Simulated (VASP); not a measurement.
# Si15C17 (a cell with a defect) in VASP: further runs

Si15C17 (a cell with a defect) is run at these levels: PBE; tasks: single point, relaxation of the atoms.

Everything below comes from runs of VASP 6.6.1. Logs are shortened: lines on timing, memory, paths and dates and some standing lists are left out, and cuts for length are marked.

## 1. The cell of the first run

The cell holds a defect, 32 atoms: a = 6.188 Å, b = 6.188 Å, c = 10.129 Å, α = 90.00°, β = 90.00°, γ = 120.00°.

## 2. Single point, PBE, collinear spin

Contents of INCAR:

```
SYSTEM = Si15C17
  ALGO = Normal
  EDIFF = 1E-6
  ENCUT = 520
  GGA = PE
  ISIF = 2
  ISMEAR = 0
  ISPIN = 2
  LASPH = .True.
  LCHARG = .True.
  LELF = .True.
  LORBIT = 11
  LREAL = Auto
  LVHAR = .True.
  LWAVE = .False.
  MAGMOM = 0.2 0.2 0 0 0 0 0 0 0 0 0 0 0 0.2 0 0.2 0.2 0 0 0 0 0 0 0 0 0 0 0 0 0 0 0
  NBANDS = 90
  NELECT = 129.0
  NELM = 150
  PREC = Accurate
  SIGMA = 0.01
```

Contents of KPOINTS:

```
k-points
0
Gamma
  2 2 2
  0 0 0
```

Contents of POSCAR:

```
Si15C17
1.0
    6.1882403624     -0.0000000001      0.0000000000
   -3.0941201812     -5.3591733585      0.0000000000
    0.0000000000      0.0000000000    -10.1293391981
C Si
17 15
Direct
    0.1666666667      0.3333333333      0.0622836017
    0.1666666667      0.3333333333      0.2291531147
    0.6664193181      0.3328386362      0.2505240517
    0.1671613638      0.8335806819      0.2505240517
    0.6664193181      0.8335806819      0.2505240517
    0.8337127484      0.1668563742      0.7497388704
    0.3331436258      0.1668563742      0.7497388704
    0.8333333333      0.6666666667      0.7578614580
    0.3331436258      0.6662872516      0.7497388704
    0.0010298133      0.0020596266      0.4971742771
    0.5000000000      0.0000000000      0.5002392283
    0.0010298133      0.4989701867      0.4971742771
    0.4979403734      0.4989701867      0.4971742771
    0.0148378993      0.0296757987      1.0066147056
    0.5000000000      0.0000000000      0.9998889016
    0.0148378993      0.4851621007      1.0066147056
    0.4703242013      0.4851621007      1.0066147056
    0.6672292753      0.3344585506      0.0637435142
    0.1655414494      0.8327707247      0.0637435142
    0.6672292753      0.8327707247      0.0637435142
    0.8329090404      0.1664545202      0.5607363460
    0.3335454798      0.1664545202      0.5607363460
    0.8333333333      0.6666666667      0.5616202226
    0.3335454798      0.6670909596      0.5607363460
    0.0018707238      0.4981292762      0.3066318026
    0.4962585523      0.4981292762      0.3066318026
    0.0018707238      1.0037414477      0.3066318026
    0.5000000000      1.0000000000      0.3132689619
    0.0031437617      0.4968562383      0.8166119364
    0.4937124766      0.4968562383      0.8166119364
    0.0031437617      1.0062875234      0.8166119364
    0.5000000000      1.0000000000      0.8123659982
```

Potentials or basis: VASP PAW PBE potentials, release 64 (C, Si).

On the command line:

```bash
$ cat potpaw_PBE.64/C/POTCAR potpaw_PBE.64/Si/POTCAR > POTCAR
$ mpirun -np 1 vasp_std > vasp.out
```

OUTCAR:

```text
SYSTEM = Si15C17
   EDIFF = 1E-6
   ENCUT = 520
   GGA = PE
   ISIF = 2
   ISMEAR = 0
   ISPIN = 2
   LASPH = .True.
   LORBIT = 11
   LREAL = Auto
   NELECT = 129.0
   NELM = 150
   PREC = Accurate

 ion  position               nearest neighbor table
   1  0.167  0.333  0.062-   2 1.69  14 1.72  17 1.72  16 1.72
   2  0.167  0.333  0.229-   1 1.69  27 1.93  26 1.93  25 1.93
   3  0.666  0.333  0.251-  25 1.89  26 1.89  18 1.89  28 1.89
   4  0.167  0.834  0.251-  25 1.89  27 1.89  19 1.89  28 1.89
   5  0.666  0.834  0.251-  26 1.89  27 1.89  20 1.89  28 1.89
   6  0.834  0.167  0.750-  31 1.89  29 1.89  32 1.90  21 1.91
[... 9 lines left out ...]
  16  0.015  0.485  0.007-   1 1.72  29 1.93  19 1.96  18 1.96
  17  0.470  0.485  0.007-   1 1.72  30 1.93  20 1.96  18 1.96
[... 16 lines left out ...]
  26  0.496  0.498  0.307-   5 1.89   3 1.89  13 1.93   2 1.93  20 3.04  18 3.04  25 3.06  27 3.06
                            28 3.09  28 3.09  24 3.13  22 3.13  25 3.13  27 3.13
  27  0.002  0.004  0.307-   5 1.89   4 1.89  10 1.93   2 1.93  20 3.04  19 3.04  25 3.06  26 3.06
                            28 3.09  28 3.09  21 3.13  22 3.13  25 3.13  26 3.13
  28  0.500  0.000  0.313-   5 1.89   3 1.89   4 1.89  11 1.89  22 3.08  24 3.08  21 3.08  26 3.09
                            27 3.09  25 3.09  25 3.09  26 3.09  27 3.09  20 3.10  18 3.10  19 3.10
  29  0.003  0.497  0.817-   6 1.89   9 1.89   8 1.91  16 1.93  31 3.04  30 3.04  19 3.08  18 3.08
                            32 3.09  32 3.09  21 3.14  24 3.14
  30  0.494  0.497  0.817-   9 1.89   7 1.89   8 1.91  17 1.93  29 3.04  31 3.04  18 3.08  20 3.08
                            32 3.09  32 3.09  24 3.14  22 3.14
  31  0.003  0.006  0.817-   6 1.89   7 1.89   8 1.91  14 1.93  29 3.04  30 3.04  19 3.08  20 3.08
                            32 3.09  32 3.09  21 3.14  22 3.14
  32  0.500  0.000  0.812-   7 1.90   9 1.90   6 1.90  15 1.90  30 3.09  30 3.09  31 3.09  31 3.09
                            29 3.09  29 3.09  22 3.11  24 3.11  21 3.11  20 3.11  18 3.11  19 3.11

  LATTYP: Found a hexagonal cell.
 ALAT       =     6.1882403624
 C/A-ratio  =     1.6368690621

  Lattice vectors:

 A1 = (   6.1882403624,  -0.0000000001,   0.0000000000)
 A2 = (  -3.0941201812,  -5.3591733585,   0.0000000000)
 A3 = (   0.0000000000,   0.0000000000, -10.1293391981)

Analysis of symmetry for initial positions (statically):
=====================================================================
 Subroutine PRICEL returns:
 Original cell was already a primitive cell.

 Routine SETGRP: Setting up the symmetry group for a
 hexagonal supercell.

 Subroutine GETGRP returns: Found  6 space group operations
 (whereof  2 operations were pure point group operations)
 out of a pool of 24 trial point group operations.

The static configuration has the point symmetry C_1h.
 The point group associated with its full space group is C_3v.

Analysis of symmetry for dynamics (positions and initial velocities):
=====================================================================
 Subroutine PRICEL returns:
 Original cell was already a primitive cell.

 Routine SETGRP: Setting up the symmetry group for a
 hexagonal supercell.

 Subroutine GETGRP returns: Found  6 space group operations
 (whereof  2 operations were pure point group operations)
 out of a pool of 24 trial point group operations.

The dynamic configuration has the point symmetry C_1h.
 The point group associated with its full space group is C_3v.

Analysis of structural, dynamic, and magnetic symmetry:
=====================================================================
 Subroutine PRICEL returns:
 Original cell was already a primitive cell.

 Routine SETGRP: Setting up the symmetry group for a
 hexagonal supercell.

 Subroutine GETGRP returns: Found  6 space group operations
 (whereof  2 operations were pure point group operations)
 out of a pool of 24 trial point group operations.

The overall configuration has the point symmetry C_1h.
 The point group associated with its full space group is C_3v.

[... 44 lines left out ...]
  ---------------------------------------------------
  free energy    TOTEN  =      -229.91112335 eV

  energy without entropy =     -229.91112335  energy(sigma->0) =     -229.91112335

 E-fermi :  10.0071     XC(G=0): -11.2860

 val. band max:        9.9395799536   @ k =   0.0000   0.0000   0.0000
 cond. band min:      10.0688926672   @ k =   0.0000   0.0000   0.0000
 fundamental gap:      0.1293127136
 Fermi energy:        10.0071052571

 spin component 1

 k-point     1 :       0.0000    0.0000    0.0000
  band No.  band energies     occupation
      1      -7.7444      1.00000
      2      -6.6984      1.00000
      3      -6.4238      1.00000
      4      -4.8694      1.00000
      5      -4.2202      1.00000
      6      -4.2202      1.00000
[... 305 lines left out ...]
     75      13.0478      0.00000
     76      13.1405      0.00000
 Fermi energy:        10.0071052571

 spin component 2

 k-point     1 :       0.0000    0.0000    0.0000
  band No.  band energies     occupation
      1      -7.7444      1.00000
      2      -6.6984      1.00000
      3      -6.4238      1.00000
      4      -4.8694      1.00000
      5      -4.2202      1.00000
      6      -4.2202      1.00000
[... 305 lines left out ...]
     75      13.0478      0.00000
     76      13.1405      0.00000
 [bands above 76 left out]

------------------------ aborting loop because EDIFF is reached ----------------------------------------

  FORCE on cell =-STRESS in cart. coord.  units (eV):
  Direction    XX          YY          ZZ          XY          YZ          ZX
  --------------------------------------------------------------------------------------
  -------------------------------------------------------------------------------------
  Total        1.3310078      1.3310078     -3.6523129     -0.0000000     -0.0000000     -0.0000000
  in kB        6.3481195      6.3481195    -17.4193707     -0.0000000     -0.0000000     -0.0000000
  external PRESSURE =      -1.5743772 kB  Pullay stress =       0.0000000 kB

 VOLUME and BASIS-vectors are now :
 -----------------------------------------------------------------------------
  energy-cutoff  :      520.00
  volume of cell :      335.93
      direct lattice vectors                 reciprocal lattice vectors
     6.188240362 -0.000000000  0.000000000     0.161596826 -0.093297971  0.000000000
    -3.094120181 -5.359173358  0.000000000    -0.000000000 -0.186595942  0.000000000
     0.000000000  0.000000000-10.129339198     0.000000000  0.000000000 -0.098723123

 POSITION                                       TOTAL-FORCE (eV/Angst)
 -----------------------------------------------------------------------------------
      0.00000     -1.78639     -0.63089        -0.000000      0.000000      0.011344
      0.00000     -1.78639     -2.32117        -0.000000      0.000000      0.003026
      3.09412     -1.78374     -2.53764        -0.000000      0.000765     -0.006491
     -1.54476     -4.46730     -2.53764         0.000662     -0.000382     -0.006491
      1.54476     -4.46730     -2.53764        -0.000662     -0.000382     -0.006491
      4.64294     -0.89421     -7.59436        -0.000200      0.000116      0.005133
[... 24 lines left out ...]
      0.00000     -0.03370     -8.27174         0.000000     -0.011990     -0.002347
      3.09412     -0.00000     -8.22873        -0.000000      0.000000     -0.008338
 -----------------------------------------------------------------------------------
    total drift:                                0.000000     -0.000000     -0.017738

  FREE ENERGIE OF THE ION-ELECTRON SYSTEM (eV)
  ---------------------------------------------------
  free  energy   TOTEN  =      -229.9111233493 eV

  energy  without entropy=     -229.9111233493  energy(sigma->0) =     -229.91112335

 total charge

# of ion       s       p       d       tot
------------------------------------------
    1        0.824   1.392   0.000   2.216
    2        0.822   1.625   0.000   2.447
    3        0.836   1.715   0.000   2.551
    4        0.836   1.715   0.000   2.551
    5        0.836   1.715   0.000   2.551
    6        0.833   1.704   0.000   2.537
[... 24 lines left out ...]
   31        0.711   0.959   0.000   1.670
   32        0.705   0.965   0.000   1.671
--------------------------------------------------
tot         24.735  42.518   0.000  67.253

 magnetization (x)

# of ion       s       p       d       tot
------------------------------------------
    1       -0.000  -0.000   0.000  -0.000
    2       -0.000   0.000   0.000   0.000
    3       -0.000  -0.000   0.000  -0.000
    4       -0.000  -0.000   0.000  -0.000
    5       -0.000  -0.000   0.000  -0.000
    6       -0.000  -0.000   0.000  -0.000
[... 24 lines left out ...]
   31       -0.000  -0.000   0.000  -0.000
   32       -0.000  -0.000   0.000  -0.000
--------------------------------------------------
tot         -0.000  -0.000   0.000  -0.000
```

Run time: 8.3 min. Hardware: 1 thread of Intel Xeon Platinum 8375C at 2.90GHz (Ice Lake), shared host; peak memory 0.62 GiB.

Results:

| Quantity | Value |
| --- | --- |
| Free energy | -229.9111 eV |
| Largest force | 0.016 eV/Å |
| Net moment | 0.00 μB per cell |
| Valence electrons inside the program's atomic spheres | C 2.22, 2.45, 2.55, 2.54, 2.49, 2.52, 2.42, 2.53 (each value once); Si 1.65, 1.67, 1.63, 1.66 (each value once) |

Forces on the atoms (eV/Å):
```
C    0.000  0.000  0.011
C    0.000  0.000  0.003
C    0.000  0.001 -0.006
C    0.001  0.000 -0.006
C   -0.001  0.000 -0.006
C    0.000  0.000  0.005
C    0.000  0.000  0.005
C    0.000  0.000 -0.010
C    0.000  0.000  0.005
C    0.000 -0.007 -0.001
C    0.000  0.000  0.008
C    0.006  0.003 -0.001
C   -0.006  0.003 -0.001
C    0.000  0.005  0.001
C    0.000  0.000  0.007
C   -0.005 -0.003  0.001
C    0.005 -0.003  0.001
Si   0.000  0.016 -0.003
Si   0.013 -0.008 -0.003
Si  -0.013 -0.008 -0.003
Si  -0.003  0.002 -0.006
Si   0.003  0.002 -0.006
Si   0.000  0.000 -0.009
Si   0.000 -0.003 -0.006
Si  -0.011 -0.006  0.007
Si   0.011 -0.006  0.007
Si   0.000  0.013  0.007
Si   0.000  0.000  0.016
Si   0.010  0.006 -0.002
Si  -0.010  0.006 -0.002
Si   0.000 -0.012 -0.002
Si   0.000  0.000 -0.008
```

Levels at points of the mesh, in eV from the Fermi level:
Spin up:
```
           k point  band 62  band 63  band 64  band 65  band 66  band 67
(0.00, 0.00, 0.00)    -2.26    -2.17    -2.17    -0.25    -0.07    -0.07
(0.50, 0.00, 0.00)    -3.07    -2.83    -2.68     0.73     1.33     1.41
(0.00, 0.00, 0.50)    -2.52    -2.29    -2.29    -0.10     0.28     0.28
(0.50, 0.00, 0.50)    -3.23    -3.07    -2.91     0.71     1.24     1.46
```
Spin down:
```tsv
k point	band 61	band 62	band 63	band 64	band 65	band 66	band 67	band 68
(0.00, 0.00, 0.00)	-2.77	-2.26	-2.17	-2.17	-0.25	-0.07	-0.07	0.06
(0.50, 0.00, 0.00)	-3.11	-3.07	-2.83	-2.68	0.73	1.33	1.41	1.51
(0.00, 0.00, 0.50)	-2.52	-2.52	-2.29	-2.29	-0.10	0.28	0.28	0.39
(0.50, 0.00, 0.50)	-3.35	-3.23	-3.07	-2.91	0.71	1.24	1.46	1.52
```

Caveat: the k points lie up to 0.59 Å⁻¹ apart; the cell carries a net charge on a neutralising background, which shifts energy and pressure; the cell is charged against a uniform background, so pressure and absolute levels hang on convention.

## 3. Relaxation of the atoms, PBE

Contents of INCAR:

```
ALGO = Normal ; EDIFF = 1E-7
EDIFFG = -0.025 ; ENCUT = 520
GGA = PE ; GGA_COMPAT = False
IBRION = 2 ; ISIF = 2
ISMEAR = 0 ; LASPH = True
LCHARG = False ; LREAL = Auto
LWAVE = False ; NELM = 120
NELMIN = 4 ; NSW = 65
PREC = Accurate ; SIGMA = 0.01
```

Contents of KPOINTS:

```
k-points
0
Gamma
  2 2 2
```

Contents of POSCAR:

```
Si15C17
1.0
    6.1882403624     -0.0000000001      0.0000000000
   -3.0941201812     -5.3591733585      0.0000000000
    0.0000000000      0.0000000000    -10.1293391981
C Si
17 15
Direct
    0.1666666667      0.3333333333      0.0621558122
    0.1666666667      0.3333333333      0.2501925541
    0.6666666667      0.3333333333      0.2501925541
    0.1666666667      0.8333333333      0.2501925541
    0.6666666667      0.8333333333      0.2501925541
    0.8333333333      0.1666666667      0.7501925541
    0.3333333333      0.1666666667      0.7501925541
    0.8333333333      0.6666666667      0.7501925541
    0.3333333333      0.6666666667      0.7501925541
    0.0000000000      0.0000000000      0.4995521901
    0.5000000000      0.0000000000      0.4995521901
    0.0000000000      0.5000000000      0.4995521901
    0.5000000000      0.5000000000      0.4995521901
    0.0000000000      0.0000000000      0.9995521901
    0.5000000000      0.0000000000      0.9995521901
    0.0000000000      0.5000000000      0.9995521901
    0.5000000000      0.5000000000      0.9995521901
    0.6666666667      0.3333333333      0.0621558122
    0.1666666667      0.8333333333      0.0621558122
    0.6666666667      0.8333333333      0.0621558122
    0.8333333333      0.1666666667      0.5621558122
    0.3333333333      0.1666666667      0.5621558122
    0.8333333333      0.6666666667      0.5621558122
    0.3333333333      0.6666666667      0.5621558122
    0.0000000000      0.5000000000      0.3121004435
    0.5000000000      0.5000000000      0.3121004435
    0.0000000000      1.0000000000      0.3121004435
    0.5000000000      1.0000000000      0.3121004435
    0.0000000000      0.5000000000      0.8121004435
    0.5000000000      0.5000000000      0.8121004435
    0.0000000000      1.0000000000      0.8121004435
    0.5000000000      1.0000000000      0.8121004435
```

Potentials or basis: VASP PAW PBE potentials, release 64 (C, Si).

On the command line:

```bash
$ cat potpaw_PBE.64/C/POTCAR potpaw_PBE.64/Si/POTCAR > POTCAR
$ mpirun -np 1 vasp_std > vasp.out
```

Wall time 23 min (1 thread of Intel Xeon Platinum 8488C (Sapphire Rapids), shared host); peak memory 0.5 GiB.

The run converged. Its results:

| Quantity | Value |
| --- | --- |
| Free energy | -239.8433 eV |
| Energy gained by relaxing | 29.0 meV/atom |
| Ionic steps | 12 |
| Pressure after relaxing | -5.8 GPa |
| Largest force after relaxing | 0.023 eV/Å |
| Band gap on the k mesh | 2.00 eV |

Forces on the atoms (eV/Å):
```
C    0.000  0.000 -0.002
C    0.000  0.000 -0.013
C    0.000  0.001 -0.004
C    0.001  0.000 -0.004
C   -0.001  0.000 -0.004
C    0.003 -0.002  0.003
C   -0.003 -0.002  0.003
C    0.000  0.000 -0.023
C    0.000  0.004  0.003
C    0.000 -0.010  0.002
C    0.000  0.000 -0.019
C    0.009  0.005  0.002
C   -0.009  0.005  0.002
C    0.000 -0.005  0.003
C    0.000  0.000  0.020
C    0.005  0.003  0.003
C   -0.005  0.003  0.003
Si   0.000 -0.001 -0.006
Si  -0.001  0.000 -0.006
Si   0.001  0.000 -0.006
Si  -0.003  0.002  0.002
Si   0.003  0.002  0.002
Si   0.000  0.000  0.007
Si   0.000 -0.004  0.002
Si  -0.007 -0.004 -0.001
Si   0.007 -0.004 -0.001
Si   0.000  0.008 -0.001
Si   0.000  0.000  0.011
Si  -0.004 -0.003  0.005
Si   0.004 -0.003  0.005
Si   0.000  0.005  0.005
Si   0.000  0.000  0.007
```

Stress tensor (GPa, compression positive):
```
-5.20  0.00  0.00
 0.00 -5.20  0.00
 0.00  0.00 -7.02
```

The path:
```csv
step,energy change (eV),largest force (eV/Å),pressure (GPa)
1,0.0000,2.1471,-4.13
2,-0.6897,1.1114,-5.27
3,-0.7878,0.8007,-5.53
4,-0.8549,0.6418,-5.98
5,-0.8919,0.4837,-5.84
6,-0.9221,0.1340,-5.81
7,-0.9225,0.1475,-5.80
8,-0.9262,0.1079,-5.80
9,-0.9268,0.0658,-5.80
10,-0.9280,0.0310,-5.80
11,-0.9280,0.0311,-5.80
12,-0.9282,0.0233,-5.81
```

Final structure:
```cif
data_structure
_symmetry_space_group_name_H-M 'P 1'
_symmetry_Int_Tables_number 1
_cell_length_a 6.1882
_cell_length_b 6.1882
_cell_length_c 10.1293
_cell_angle_alpha 90.000
_cell_angle_beta 90.000
_cell_angle_gamma 120.000
_cell_volume 335.93
loop_
_atom_site_label
_atom_site_type_symbol
_atom_site_fract_x
_atom_site_fract_y
_atom_site_fract_z
_atom_site_occupancy
C1 C 0.16667 0.33333 0.06371 1
C2 C 0.16667 0.33333 0.22969 1
C3 C 0.66591 0.33181 0.25052 1
C4 C 0.16819 0.83409 0.25052 1
C5 C 0.66591 0.83409 0.25052 1
C6 C 0.83372 0.16686 0.74996 1
C7 C 0.33314 0.16686 0.74996 1
C8 C 0.83333 0.66667 0.75787 1
C9 C 0.33314 0.66628 0.74996 1
C10 C 0.00103 0.00207 0.49719 1
C11 C 0.50000 0.00000 0.50031 1
C12 C 0.00103 0.49897 0.49719 1
C13 C 0.49793 0.49897 0.49719 1
C14 C 0.01462 0.02924 0.00631 1
C15 C 0.50000 0.00000 0.99866 1
C16 C 0.01462 0.48538 0.00631 1
C17 C 0.47076 0.48538 0.00631 1
Si1 Si 0.66426 0.32853 0.06347 1
Si2 Si 0.17147 0.83574 0.06347 1
Si3 Si 0.66426 0.83574 0.06347 1
Si4 Si 0.83409 0.16705 0.56161 1
Si5 Si 0.33295 0.16705 0.56161 1
Si6 Si 0.83333 0.66667 0.56154 1
Si7 Si 0.33295 0.66590 0.56161 1
Si8 Si 0.00132 0.49868 0.30677 1
Si9 Si 0.49737 0.49868 0.30677 1
Si10 Si 0.00132 0.00263 0.30677 1
Si11 Si 0.50000 0.00000 0.31330 1
Si12 Si 0.00314 0.49686 0.81608 1
Si13 Si 0.49373 0.49686 0.81608 1
Si14 Si 0.00314 0.00627 0.81608 1
Si15 Si 0.50000 0.00000 0.81121 1
```

Levels at points of the mesh, in eV from the valence-band top:
| k point | band 60 | band 61 | band 62 | band 63 | band 64 | band 65 | band 66 | band 67 | band 68 | band 69 |
| --- | --- | --- | --- | --- | --- | --- | --- | --- | --- | --- |
| (0.00, 0.00, 0.00) | -0.57 | -0.57 | -0.08 | 0.00 | 0.00 | 2.00 | 2.18 | 2.18 | 2.27 | 2.32 |
| (0.50, 0.00, 0.00) | -1.53 | -0.92 | -0.88 | -0.64 | -0.53 | 2.94 | 3.57 | 3.64 | 3.72 | 3.93 |
| (0.00, 0.00, 0.50) | -1.05 | -0.29 | -0.29 | -0.15 | -0.15 | 2.15 | 2.51 | 2.51 | 2.59 | 2.65 |
| (0.50, 0.00, 0.50) | -1.15 | -1.14 | -1.01 | -0.89 | -0.79 | 2.91 | 3.47 | 3.71 | 3.76 | 3.84 |

Caveat: the k points lie up to 0.59 Å⁻¹ apart.
